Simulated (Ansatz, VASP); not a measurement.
# SnSe: VASP beside Ansatz

The input INCAR:

```
  PREC = Accurate
  ENCUT = 520
  EDIFF = 1E-7
  ISMEAR = 0
  SIGMA = 0.05
  LREAL = False
  LASPH = True
  NELM = 100
  ALGO = Normal
  ISIF = 2
  LWAVE = False
  LCHARG = True
  LELF = True
  LVHAR = True
  NBANDS = 17
```

File KPOINTS:

```
regular mesh
0
Gamma
  8 8 8
```

The input POSCAR:

```
SnSe
1.0
    0.0000000000      2.8595000000      3.0852500000
    2.8595000000      0.0000000000      3.0852500000
    2.8595000000      2.8595000000      0.0000000000
Sn Se
1 1
Direct
    0.0000000000      0.0000000000      0.0000000000
    0.5000000000      0.5000000000      0.5000000000
```

Input for Ansatz:

```yaml
crystal:
  lattice:
    - [0.0, 2.8595, 3.08525]
    - [2.8595, 0.0, 3.08525]
    - [2.8595, 2.8595, 0.0]
  atoms:
    - { symbol: Sn, position: [0.0, 0.0, 0.0] }
    - { symbol: Se, position: [0.5, 0.5, 0.5] }
basis:
  ecutwfc: 420
kpoints:
  mp_grid: { grid: [8, 8, 8] }
hamiltonian:
  xc: lda
scf:
  occupations: { method: gaussian, width: 0.05 }
output:
  forces: true
  stress: true
  eigenvalues: true
```

Change from the starting cell: strain -0.050 along x and y, +0.025 along z, atoms carried along.

Alike in both runs: task single point; functional LDA; k mesh 8 × 8 × 8; occupations gaussian, width 0.05 eV; no spin polarisation.

|  | VASP | Ansatz |
| --- | --- | --- |
| version | VASP 6.6.1 | Ansatz 0.2.0 |
| potentials or method | VASP PAW LDA potentials, release 64 (Sn_d, Se), cutoff 520 eV | scalar-relativistic, plane waves, PAW |
| valence electrons in the cell | 20 | 30 |

```csv
,VASP,Ansatz,Ansatz less VASP
gap on the k mesh at the Fermi level (eV),0.43,0.44,+0.006
least direct gap on the mesh (eV),0.55,0.55,+0.004
pressure (GPa),1.9,1.8,-0.11
"traceless stress, the component that is largest in VASP (GPa)",-6.94,-6.87,+0.066
```

LDA's correlation is that of Perdew and Zunger in VASP and of Perdew and Wang (1992) in Ansatz. VASP's potentials hold 20 valence electrons a cell and Ansatz's 30, so a difference there can come from the potentials and not from the codes.
